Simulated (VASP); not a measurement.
Wanted: the native input for a VASP 6.6.1 run.

* Task: single point
* Functional: PBE
* Potentials or basis: VASP PAW PBE potentials, release 64 (As, Pt)
* Cutoff: 520 eV
* k mesh: 12 × 12 × 12
* Occupations: gaussian, width 0.1 eV
* Spin: no spin polarisation
* Dipole correction: no
* Further INCAR settings: ALGO = Fast; EDIFF = 1e-06; NBANDS = 30

The structure of AsPt4 lies in POSCAR:

```
AsPt4
1.0
   -2.4147814526      2.4147814526      3.7878324087
    2.4147814526     -2.4147814526      3.7878324087
    2.4147814526      2.4147814526     -3.7878324087
As Pt
1 4
Direct
    0.0000000000      0.0000000000      0.0000000000
    0.3192662357      0.3192662357      0.0000000000
    0.6807337643      0.6807337643      0.0000000000
    0.5000000000      0.0000000000      0.5000000000
    0.0000000000      0.5000000000      0.5000000000
```

The cell was generated, and may not be a known phase.

The input as run:

INCAR

```
SYSTEM = AsPt4
  PREC = Accurate
  ENCUT = 520
  EDIFF = 1E-6
  ISMEAR = 0
  SIGMA = 0.1
  LREAL = .FALSE.
  LASPH = .TRUE.
  NELM = 60
  ALGO = Fast
  ISIF = 2
  LWAVE = .FALSE.
  LCHARG = .FALSE.
  GGA = PE
  NBANDS = 30
```

KPOINTS

```
Automatic mesh
0
G
  12 12 12
  0 0 0
```

Potentials or basis: VASP PAW PBE potentials, release 64 (As, Pt).

Run with:

```bash
$ cat potpaw_PBE.64/As/POTCAR potpaw_PBE.64/Pt/POTCAR > POTCAR
$ mpirun -np 1 vasp_std > vasp.out
```

It gave:

```yaml
Pressure: 0.0 GPa
Largest_force: 0.041 eV/Å
Band_gap_on_the_k_mesh: zero (an odd number of electrons rules out a gap without spin polarisation)
```

Caveat: spin-orbit coupling is left out, which moves the levels of the heavy elements.

Wall time 4.7 min on 1 thread of AMD EPYC 9R45 96-Core Processor (Zen 5), with other jobs on the host, peak memory 0.47 GiB.
